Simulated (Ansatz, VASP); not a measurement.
**SiNi in VASP and in Ansatz**

The input INCAR:

```
SYSTEM = SiNi
ALGO = Normal ; EDIFF = 1E-6
ENCUT = 520 ; GGA = PE
ISIF = 2 ; ISMEAR = -1
LASPH = .TRUE. ; LCHARG = .TRUE.
LELF = .TRUE. ; LREAL = .FALSE.
LVHAR = .TRUE. ; LWAVE = .FALSE.
NBANDS = 22 ; NELM = 60
PREC = Accurate ; SIGMA = 0.1
```

File KPOINTS:

```
k-points
0
G
  11 11 6
  0 0 0
```

File POSCAR:

```
SiNi
1.0
    3.3530417022      0.0000000000      0.0000000000
   -1.6765208511      2.9038192940      0.0000000000
    0.0000000000      0.0000000000      4.6525610875
Ni Si
2 2
Direct
    0.0000000000      0.0000000000      0.0000000000
    0.0000000000      0.0000000000      0.5000000000
    0.3333333333      0.6666666667      0.2500000000
    0.6666666667      0.3333333333      0.7500000000
```

Input for Ansatz:

```yaml
crystal:
  lattice:
    - [3.3530417022, 0.0, 0.0]
    - [-1.6765208511, 2.903819294, 0.0]
    - [0.0, 0.0, 4.6525610875]
  atoms:
    - { symbol: Ni, position: [0.0, 0.0, 0.0] }
    - { symbol: Ni, position: [0.0, 0.0, 0.5] }
    - { symbol: Si, position: [0.3333333333, 0.6666666667, 0.25] }
    - { symbol: Si, position: [0.6666666667, 0.3333333333, 0.75] }
kpoints:
  mp_grid: { grid: [11, 11, 6] }
scf:
  occupations: { method: fermi_dirac, width: 0.1 }
hamiltonian:
  xc: pbe
  pseudopotentials: { kind: all_electron, lapw: { basis_error: 0.001 } }
output:
  forces: true
  stress: true
  eigenvalues: true
  populations: true
```

Change from the starting cell: volume scaled by 0.88, LAPW.

Alike in both runs: task single point; functional PBE; k mesh 11 × 11 × 6; occupations fermi-dirac, width 0.1 eV; no spin polarisation.

|  | VASP | Ansatz |
| --- | --- | --- |
| version | VASP 6.6.1 | Ansatz 0.2.0 |
| potentials or method | VASP PAW PBE potentials, release 64 (Ni, Si), cutoff 520 eV | all-electron LAPW, scalar-relativistic |

VASP gave:

| Property | Result |
| --- | --- |
| pressure (GPa) | 27.6 |
| traceless stress, the component that is largest in VASP (GPa) | 0.20 |

Estimate Ansatz's values.

pressure (GPa): 27.9; traceless stress, the component that is largest in VASP (GPa): 0.01.

Ansatz ran all-electron here, and VASP with PAW potentials.
